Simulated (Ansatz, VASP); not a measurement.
## One calculation of AlO2, two programs

```
CELL_PARAMETERS angstrom
0.00000 3.39527 3.39527
3.39527 0.00000 3.39527
3.39527 3.39527 0.00000
ATOMIC_POSITIONS crystal
Al 0.25000 0.25000 0.25000
Al 0.00000 0.00000 0.00000
O 0.62500 0.12500 0.62500
O 0.62500 0.62500 0.12500
O 0.12500 0.62500 0.62500
O 0.62500 0.62500 0.62500
```

Change from the starting cell: species swapped into the TiBe2 type (Fd-3m, No. 227).

Alike in both runs: task relaxation of cell and atoms; functional PBE; k mesh 4 × 4 × 4; occupations gaussian, width 0.1 eV; collinear spin.

|  | VASP | Ansatz |
| --- | --- | --- |
| version | VASP 6.6.1 | Ansatz 0.2.0 |
| potentials or method | VASP PAW PBE potentials, release 64 (Al, O), cutoff 600 eV | scalar-relativistic, plane waves, PAW |
| valence electrons in the cell | 30 | 30 |

```tsv
	VASP	Ansatz	Ansatz less VASP
gap on the k mesh at the Fermi level, each at its own relaxed structure (eV)	none	none	-
net moment per atom (μB)	0.06	0.06	0.000
size of the moment on the site where the two differ most (μB)	0.02	0.03	+0.010
relaxed volume (Å³/atom)	10.14	10.16	+0.025
relaxed cell length with the largest relative difference (Å)	4.414	4.418	+0.0036
```

Site moments also hang on the region over which each program counts them. A gap of «none» marks a metal or a gap that the smearing closes. Ansatz's warnings: seeded moment not kept.

The k mesh is coarse, so the values compare programs but aren't converged. Noted on VASP's run: the volume moved by over 15 % at a fixed basis, so the end points are rough.
